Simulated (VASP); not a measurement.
Input of a VASP 6.6.1 run:

The input POSCAR:

```
WSe2
1.0
    3.3144555413      0.0000000000      0.0000000000
   -1.6572277707      2.8704026985      0.0000000000
    0.0000000000      0.0000000000     17.1571829671
W Se
1 2
Direct
    0.0000000000      0.0000000000      0.0000000000
    0.3333333333      0.6666666667      0.0968051669
    0.3333333333      0.6666666667      0.9031948331
```

INCAR.step1

```
SYSTEM = WSe2
PREC = Accurate ; ENCUT = 520
ISMEAR = 0 ; SIGMA = 0.02
LREAL = .False. ; LASPH = .True.
NELM = 60 ; NBANDS = 20
GGA = PE ; ALGO = Normal
EDIFF = 1E-4 ; LWAVE = .True.
LCHARG = .False.
```

INCAR.step2

```
SYSTEM = WSe2
PREC = Accurate ; ENCUT = 520
EDIFF = 1E-7 ; ISMEAR = 0
SIGMA = 0.02 ; LREAL = .False.
LASPH = .True. ; NELM = 60
ALGO = Normal ; ISIF = 2
LWAVE = .False. ; LCHARG = .False.
METAGGA = R2SCAN ; LMIXTAU = .True.
NBANDS = 20 ; ISTART = 1
```

Contents of KPOINTS:

```
regular mesh
0
Gamma
  9 9 2
  0 0 0
```

Potentials or basis: VASP PAW PBE potentials, release 64 (W_sv, Se).

Command:

```console
$ cat potpaw_PBE.64/W_sv/POTCAR potpaw_PBE.64/Se/POTCAR > POTCAR
$ cp INCAR.step1 INCAR
$ mpirun -np 1 vasp_std > vasp.out
$ cp INCAR.step2 INCAR
$ mpirun -np 1 vasp_std > vasp.out
```

(1) Estimate the largest force.

(2) What does it give for the band gap on the k mesh?

Answers

(1) 0.046 eV/Å.

(2) 1.64 eV, direct.

Caveat: the PAW data sets were made with another functional, which shifts forces and pressure a little; spin-orbit coupling is left out, which moves the levels of the heavy elements.
